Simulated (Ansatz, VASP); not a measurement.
**Ta in VASP and in Ansatz**

```
Ta
1.0
    -1.66779    1.65128    1.65128
     1.65128   -1.66779    1.65128
     1.65128    1.65128   -1.66779
Ta
1
Direct
  0.00000 0.00000 0.00000
```

Change from the starting cell: equal xy, yz and zx shear strains of -1 %, PAW files.

Alike in both runs: task electric field gradients; functional PBEsol; k mesh 15 × 15 × 15; occupations fermi-dirac, width 0.05 eV; no spin polarisation.

|  | VASP | Ansatz |
| --- | --- | --- |
| version | VASP 6.6.1 | Ansatz 0.2.0 |
| potentials or method | VASP PAW PBE potentials, release 64 (Ta_pv) | PAW with Ansatz's default frozen-core files, scalar-relativistic |
| plane-wave cutoff (eV) | 520 | 420 |
| valence electrons in the cell | 11 | 13 |

|  | VASP | Ansatz | Ansatz less VASP |
| --- | --- | --- | --- |
| pressure (GPa) | -3.8 | -4.0 | -0.15 |
| traceless stress, the component that is largest in VASP (GPa) | 0.69 | 0.68 | -0.006 |
| size of Vzz on the site where it differs most (V/Å²) | 18.4 | 15.6 | -2.80 |

VASP's potentials were made for PBE, not for PBEsol. The functional is the same, so the differences come from potentials, cutoffs and numerics. VASP's potentials hold 11 valence electrons a cell and Ansatz's 13, so a difference there can come from the potentials and not from the codes.

Spin-orbit coupling is off throughout.
